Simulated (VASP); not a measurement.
# Cs4I (Pm-3m) in VASP: further runs, part 2 of 2

VASP 6.6.1.

### 4 Single point, PBE (105.77 Å³/atom)

This run uses another cell than the first one, of 105.77 Å³/atom.

Contents of INCAR:

```
SYSTEM = Cs4I
PREC     = Accurate       ! precision mode
ENCUT    = 520            ! plane-wave cutoff, eV
EDIFF    = 1E-6           ! SCF threshold, eV
ISMEAR   = 0              ! smearing method
SIGMA    = 0.1            ! smearing width, eV
LREAL    = .FALSE.        ! projectors in reciprocal space
LASPH    = .TRUE.         ! aspherical terms in the spheres
NELM     = 60             ! most SCF steps
ALGO     = Normal         ! electronic algorithm
ISIF     = 2              ! what is computed and relaxed
LWAVE    = .FALSE.        ! write WAVECAR
LCHARG   = .FALSE.        ! write CHGCAR
GGA      = PE             ! functional
NBANDS   = 30             ! bands
```

Contents of KPOINTS:

```
regular mesh
0
G
  6 6 6
  0 0 0
```

Contents of POSCAR:

```
Cs4I
1.0
    8.0868636631      0.0000000000      0.0000000000
    0.0000000000      8.0868636631      0.0000000000
    0.0000000000      0.0000000000      8.0868636631
Cs I
4 1
Direct
    0.5000000000      0.5000000000      0.5000000000
    0.5000000000      0.0000000000      0.0000000000
    0.0000000000      0.5000000000      0.0000000000
    0.0000000000      0.0000000000      0.5000000000
    0.0000000000      0.0000000000      0.0000000000
```

Potentials or basis: VASP PAW PBE potentials, release 64 (Cs_sv, I).

On the command line:

```console
$ cat potpaw_PBE.64/Cs_sv/POTCAR potpaw_PBE.64/I/POTCAR > POTCAR
$ mpirun -np 1 vasp_std > vasp.out
```

OUTCAR:

```text
SYSTEM = Cs4I
   PREC = Accurate
   ENCUT = 520
   EDIFF = 1E-6
   ISMEAR = 0
   LREAL = .FALSE.
   LASPH = .TRUE.
   NELM = 60
   ISIF = 2
   GGA = PE

 ion  position               nearest neighbor table
   1  0.500  0.500  0.500-
   2  0.500  0.000  0.000-
   3  0.000  0.500  0.000-
   4  0.000  0.000  0.500-
   5  0.000  0.000  0.000-

  LATTYP: Found a simple cubic cell.
 ALAT       =     8.0868636631

  Lattice vectors:

 A1 = (   8.0868636631,   0.0000000000,   0.0000000000)
 A2 = (   0.0000000000,   8.0868636631,   0.0000000000)
 A3 = (   0.0000000000,   0.0000000000,   8.0868636631)

Analysis of symmetry for initial positions (statically):
=====================================================================
 Subroutine PRICEL returns:
 Original cell was already a primitive cell.

 Routine SETGRP: Setting up the symmetry group for a
 simple cubic supercell.

 Subroutine GETGRP returns: Found 48 space group operations
 (whereof 48 operations were pure point group operations)
 out of a pool of 48 trial point group operations.

The static configuration has the point symmetry O_h .

Analysis of symmetry for dynamics (positions and initial velocities):
=====================================================================
 Subroutine PRICEL returns:
 Original cell was already a primitive cell.

 Routine SETGRP: Setting up the symmetry group for a
 simple cubic supercell.

 Subroutine GETGRP returns: Found 48 space group operations
 (whereof 48 operations were pure point group operations)
 out of a pool of 48 trial point group operations.

The dynamic configuration has the point symmetry O_h .

 Subroutine INISYM returns: Found 48 space group operations
 (whereof 48 operations are pure point group operations),
 and found     1 'primitive' translations

----------------------------------------------------------------------------------------

                                     Primitive cell

  volume of cell :     528.8596

  direct lattice vectors                    reciprocal lattice vectors
     8.086863663  0.000000000  0.000000000     0.123657334  0.000000000  0.000000000
     0.000000000  8.086863663  0.000000000     0.000000000  0.123657334  0.000000000
     0.000000000  0.000000000  8.086863663     0.000000000  0.000000000  0.123657334

  length of vectors
     8.086863663  8.086863663  8.086863663     0.123657334  0.123657334  0.123657334

  position of ions in fractional coordinates (direct lattice)
     0.500000000  0.500000000  0.500000000
     0.500000000  0.000000000  0.000000000
     0.000000000  0.500000000  0.000000000
     0.000000000  0.000000000  0.500000000
     0.000000000  0.000000000  0.000000000

  ion indices of the primitive-cell ions
   primitive index   ion index
                 1           1
                 2           2
                 3           3
                 4           4
                 5           5

----------------------------------------------------------------------------------------

 KPOINTS: regular mesh

Automatic generation of k-mesh.
 Grid dimensions read from file:
 generate k-points for:    6    6    6

 Generating k-lattice:

  Cartesian coordinates                     Fractional coordinates (reciprocal lattice)
     0.020609556  0.000000000  0.000000000     0.166666667  0.000000000  0.000000000
     0.000000000  0.020609556  0.000000000     0.000000000  0.166666667  0.000000000
     0.000000000  0.000000000  0.020609556     0.000000000  0.000000000  0.166666667

  Length of vectors
     0.020609556  0.020609556  0.020609556

  Shift w.r.t. Gamma in fractional coordinates (k-lattice)
     0.000000000  0.000000000  0.000000000

 Subroutine IBZKPT returns following result:
 ===========================================

 Found     20 irreducible k-points:

 Following reciprocal coordinates:
            Coordinates               Weight
  0.000000  0.000000  0.000000      1.000000
  0.166667  0.000000  0.000000      6.000000
  0.333333  0.000000  0.000000      6.000000
  0.500000  0.000000  0.000000      3.000000
  0.166667  0.166667  0.000000     12.000000
  0.333333  0.166667  0.000000     24.000000
[... 12 lines left out ...]
  0.500000  0.500000  0.333333      6.000000
  0.500000  0.500000  0.500000      1.000000
   k-points           NKPTS =     20   k-points in BZ     NKDIM =     20   number of bands    NBANDS=     30
   number of dos      NEDOS =    301   number of ions     NIONS =      5
   total plane-waves  NPLWV = 216000
   dimension x,y,z NGX =    60 NGY =   60 NGZ =   60
   dimension x,y,z NGXF=   120 NGYF=  120 NGZF=  120
   ions per type =               4   1
   NGX,Y,Z   is equivalent  to a cutoff of  12.33, 12.33, 12.33 a.u.
   NGXF,Y,Z  is equivalent  to a cutoff of  24.67, 24.67, 24.67 a.u.
 SYSTEM =  Cs4I
   PREC   = accura    normal or accurate (medium, high low for compatibility)
   ISTART =      0    job   : 0-new  1-cont  2-samecut
   ICHARG =      2    charge: 1-file 2-atom 10-const
   ISPIN  =      1    spin polarized calculation?
   LNONCOLLINEAR =      F non collinear calculations
   LSORBIT =      F    spin-orbit coupling
   LASPH  =      T    aspherical Exc in radial PAW
   ENCUT  =  520.0 eV  38.22 Ry    6.18 a.u.  15.04 15.04 15.04*2*pi/ulx,y,z
   NELM   =     60;   NELMIN=  2; NELMDL= -5     # of ELM steps
   EDIFF  = 0.1E-05   stopping-criterion for ELM
   LREAL  =      F    real-space projection
   EDIFFG = 0.1E-04   stopping-criterion for IOM
   NSW    =      0    number of steps for IOM
   IBRION =     -1    ionic relax: 0-MD 1-quasi-New 2-CG
   NFREE  =      0    steps in history (QN), initial steepest desc. (CG)
   ISIF   =      2    stress and relaxation
   ISYM   =      2    0-nonsym 1-usesym 2-fastsym
   POTIM  = 0.5000    time-step for ionic-motion
   TEBEG  =    0.0;   TEEND  =   0.0 temperature during run
   PSTRESS=    0.0 pullay stress
   NELECT =      43.0000    total number of electrons
   NUPDOWN=      -1.0000    fix difference up-down
   EMIN   =  10.00;   EMAX   =-10.00  energy-range for DOS
   EFERMI =   0.00;   METHOD = LEGACY
   ISMEAR =     0;   SIGMA  =   0.10  broadening in eV -4-tet -1-fermi 0-gaus
   EFERMI_NEDOS =   21; number of points for ismear=-14 and -15
   IALGO  =     38    algorithm
   IMIX   =      4    mixing-type and parameters
     AMIX     =   0.40;   BMIX     =  1.00
     AMIX_MAG =   1.60;   BMIX_MAG =  1.00
  volume/ion in A,a.u.               =     105.77       713.78
  Fermi-wavevector in a.u.,A,eV,Ry     =   0.709225  1.340241  6.843737  0.503000
  Thomas-Fermi vector in A             =   1.795750
   LORBIT       =      0    0 simple, 1 ext, 2 COOP (PROOUT), +10 PAW based schemes
   GGA     = PE    functional components
   LHFCALC =     F    Hartree Fock is set to
   AEXX    =    0.0000 exact exchange contribution
   IVDW    =     0    specifies the selected vdW correction
   LEPSILON=     F    determine dielectric tensor
   LRPA    =     F    only Hartree local field effects (RPA)
 non-spin polarized calculation
 Gauss-broadening in eV      SIGMA  =   0.10
  energy-cutoff  :      520.00
  volume of cell :      528.86
 maximum number of plane-waves:     14328
   NGX = 31   NGY = 31   NGZ = 31

 number of electron      43.0000020 magnetization

 Free energy of the ion-electron system (eV)
  ---------------------------------------------------
  ext. energy  EPLUGINS =         0.00000000
  ---------------------------------------------------
  free energy    TOTEN  =        -7.78838478 eV

  energy without entropy =       -7.77075664  energy(sigma->0) =       -7.77957071

 E-fermi :   0.7799     XC(G=0):  -5.3964

 val. band max:        0.7687209392   @ k =   0.3333   0.1667   0.1667
 cond. band min:       0.8297619164   @ k =   0.5000   0.5000   0.0000
 fundamental gap:      0.0610409772
 Fermi energy:         0.7799037635

 k-point     1 :       0.0000    0.0000    0.0000
  band No.  band energies     occupation
      1     -23.2039      2.00000
      2     -23.2004      2.00000
      3     -23.2004      2.00000
      4     -23.1631      2.00000
      5     -12.8919      2.00000
      6     -10.0503      2.00000
[... 649 lines left out ...]
     29       2.9538      0.00000
     30       2.9735      0.00000

------------------------ aborting loop because EDIFF is reached ----------------------------------------

  FORCE on cell =-STRESS in cart. coord.  units (eV):
  Direction    XX          YY          ZZ          XY          YZ          ZX
  --------------------------------------------------------------------------------------
  -------------------------------------------------------------------------------------
  Total       -0.8803057     -0.8803057     -0.8803057      0.0000000     -0.0000000      0.0000000
  in kB       -2.6668815     -2.6668815     -2.6668815      0.0000000     -0.0000000      0.0000000
  external PRESSURE =      -2.6668815 kB  Pullay stress =       0.0000000 kB

 VOLUME and BASIS-vectors are now :
 -----------------------------------------------------------------------------
  energy-cutoff  :      520.00
  volume of cell :      528.86
      direct lattice vectors                 reciprocal lattice vectors
     8.086863663  0.000000000  0.000000000     0.123657334  0.000000000  0.000000000
     0.000000000  8.086863663  0.000000000     0.000000000  0.123657334  0.000000000
     0.000000000  0.000000000  8.086863663     0.000000000  0.000000000  0.123657334

 POSITION                                       TOTAL-FORCE (eV/Angst)
 -----------------------------------------------------------------------------------
      4.04343      4.04343      4.04343         0.000000      0.000000      0.000000
      4.04343      0.00000      0.00000         0.000000      0.000000      0.000000
      0.00000      4.04343      0.00000         0.000000      0.000000      0.000000
      0.00000      0.00000      4.04343         0.000000      0.000000      0.000000
      0.00000      0.00000      0.00000         0.000000      0.000000      0.000000
 -----------------------------------------------------------------------------------
    total drift:                                0.000000     -0.000000     -0.000000

  FREE ENERGIE OF THE ION-ELECTRON SYSTEM (eV)
  ---------------------------------------------------
  free  energy   TOTEN  =        -7.7883847847 eV

  energy  without entropy=       -7.7707566394  energy(sigma->0) =       -7.77957071
```

Run time: 8.5 min. Hardware: 1 thread of Intel Xeon 8259CL, shared host; peak memory 0.64 GiB.

Results:

```yaml
Free_energy: -7.7884 eV
Pressure: -0.3 GPa
Band_gap_on_the_k_mesh: zero (an odd number of electrons rules out a gap without spin polarisation)
```

Levels at points of the mesh, in eV from the Fermi level:
| k point | band 17 | band 18 | band 19 | band 20 | band 21 | band 22 | band 23 | band 24 | band 25 | band 26 |
| --- | --- | --- | --- | --- | --- | --- | --- | --- | --- | --- |
| (0.00, 0.00, 0.00) | -10.73 | -3.72 | -3.72 | -3.72 | -1.39 | 0.26 | 0.26 | 0.98 | 0.98 | 0.98 |
| (0.50, 0.00, 0.00) | -10.72 | -3.96 | -3.73 | -3.73 | -0.73 | -0.52 | 0.72 | 1.04 | 1.04 | 1.36 |
| (0.50, 0.50, 0.00) | -10.71 | -3.98 | -3.98 | -3.74 | -0.28 | 0.05 | 0.05 | 0.29 | 1.20 | 1.20 |
| (0.50, 0.50, 0.50) | -10.70 | -3.99 | -3.99 | -3.99 | -0.07 | 0.47 | 0.47 | 0.47 | 0.56 | 0.56 |

Caveat: spin-orbit coupling is left out, which moves the levels of the heavy elements; an odd number of electrons without spin polarisation forces a metal; a magnetic or distorted state may lie lower.

### 5 Relaxation of cell and atoms, PBE

This run uses another cell than the first one, of 58.30 Å³/atom.

Contents of INCAR:

```
SYSTEM = Cs4I
PREC     = Accurate       ! precision mode
ENCUT    = 600            ! plane-wave cutoff, eV
EDIFF    = 1E-6           ! SCF threshold, eV
ISMEAR   = 0              ! smearing method
SIGMA    = 0.1            ! smearing width, eV
LREAL    = .FALSE.        ! projectors in reciprocal space
LASPH    = .TRUE.         ! aspherical terms in the spheres
NELM     = 100            ! most SCF steps
ALGO     = Normal         ! electronic algorithm
ISIF     = 3              ! what is computed and relaxed
LWAVE    = .FALSE.        ! write WAVECAR
LCHARG   = .FALSE.        ! write CHGCAR
GGA      = PE             ! functional
IBRION   = 2              ! ionic algorithm
NSW      = 90             ! ionic steps
EDIFFG   = -0.04          ! ionic threshold
```

Contents of KPOINTS:

```
Automatic mesh
0
G
  4 4 4
  0 0 0
```

Changes to POSCAR since step 4:

```diff
@@ -2,5 +2,5 @@
 1.0
-    8.0868636631      0.0000000000      0.0000000000
-    0.0000000000      8.0868636631      0.0000000000
-    0.0000000000      0.0000000000      8.0868636631
+    6.6303602900      0.0000000000      0.0000000000
+    0.0000000000      6.6303602900      0.0000000000
+    0.0000000000      0.0000000000      6.6303602900
 Cs I
```

On the command line:

```console
$ cat potpaw_PBE.64/Cs_sv/POTCAR potpaw_PBE.64/I/POTCAR > POTCAR
$ mpirun -np 1 vasp_std > vasp.out
```

Wall time 14 min (1 thread of Intel Xeon 8259CL, shared host); peak memory 0.47 GiB.

It converged, with:

* Free energy: -7.8373 eV
* Relaxed volume: 96.11 Å³/atom
* Relaxed cell: a = 7.833 Å, b = 7.833 Å, c = 7.833 Å, α = 90.00°, β = 90.00°, γ = 90.00°
* Space group after relaxing (to 0.1 Å): Pm-3m (No. 221)
* Energy gained by relaxing: 399.8 meV/atom
* Ionic steps: 6
* Pressure after relaxing: 0.0 GPa
* Band gap on the k mesh: zero (an odd number of electrons rules out a gap without spin polarisation)

Step by step:
```
step  energy change (eV)  largest force (eV/Å)  pressure (GPa)  volume (Å³)
   1              0.0000                0.0000            5.30       291.48
   2             -1.6488                0.0000            1.38       380.70
   3             -1.9336                0.0000            0.47       432.70
   4             -1.9141                0.0000           -0.35       550.51
   5             -1.9972                0.0000           -0.07       490.98
   6             -1.9991                0.0000            0.00       480.54
```

Final structure:
```cif
data_structure
_symmetry_space_group_name_H-M 'P 1'
_symmetry_Int_Tables_number 1
_cell_length_a 7.8327
_cell_length_b 7.8327
_cell_length_c 7.8327
_cell_angle_alpha 90.000
_cell_angle_beta 90.000
_cell_angle_gamma 90.000
_cell_volume 480.54
loop_
_atom_site_label
_atom_site_type_symbol
_atom_site_fract_x
_atom_site_fract_y
_atom_site_fract_z
_atom_site_occupancy
Cs1 Cs 0.50000 0.50000 0.50000 1
Cs2 Cs 0.50000 0.00000 0.00000 1
Cs3 Cs 0.00000 0.50000 0.00000 1
Cs4 Cs 0.00000 0.00000 0.50000 1
I1 I 0.00000 0.00000 0.00000 1
```

Levels at points of the mesh, in eV from the Fermi level:
| k point | band 17 | band 18 | band 19 | band 20 | band 21 | band 22 | band 23 | band 24 | band 25 |
| --- | --- | --- | --- | --- | --- | --- | --- | --- | --- |
| (0.00, 0.00, 0.00) | -10.69 | -3.88 | -3.88 | -3.88 | -1.50 | 0.18 | 0.18 | 0.86 | 0.86 |
| (0.50, 0.00, 0.00) | -10.68 | -4.21 | -3.90 | -3.90 | -0.79 | -0.56 | 0.66 | 1.01 | 1.01 |
| (0.50, 0.50, 0.00) | -10.67 | -4.22 | -4.22 | -3.92 | -0.31 | 0.04 | 0.04 | 0.30 | 1.16 |
| (0.50, 0.50, 0.50) | -10.65 | -4.24 | -4.24 | -4.24 | -0.12 | 0.44 | 0.44 | 0.44 | 0.60 |

Caveat: the volume moved by over 15 % at a fixed basis, so the end points are rough; spin-orbit coupling is left out, which moves the levels of the heavy elements; an odd number of electrons without spin polarisation forces a metal; a magnetic or distorted state may lie lower.

### 6 The runs side by side

| task | cell | k mesh | cutoff (eV) | gap on the mesh (eV) | pressure (GPa) |
| --- | --- | --- | --- | --- | --- |
| single point | a = 7.912 Å, 5 atoms | 6 × 6 × 6 | 520 | none | -0.1 |
| single point | a = 7.988 Å, 5 atoms | 6 × 6 × 6 | 520 | none | -0.2 |
| single point | a = 8.087 Å, 5 atoms | 6 × 6 × 6 | 520 | none | -0.3 |
| relaxation of cell and atoms | relaxed from a = 6.630 Å, 5 atoms | 4 × 4 × 4 | 600 | none | 0.0 |

Alike in all rows: level PBE; potentials or basis VASP PAW PBE potentials, release 64 (Cs_sv, I); no spin polarisation; smearing gaussian 0.1 eV.

Caveats: spin-orbit coupling is left out, which moves the levels of the heavy elements; an odd number of electrons without spin polarisation forces a metal; a magnetic or distorted state may lie lower; the volume moved by over 15 % at a fixed basis, so the end points are rough (at least some runs).

Total energies depend on the potentials used, so only differences within one code and one set of settings carry meaning.

The gap in the log of VASP goes by the Fermi energy; the results here count the filled bands.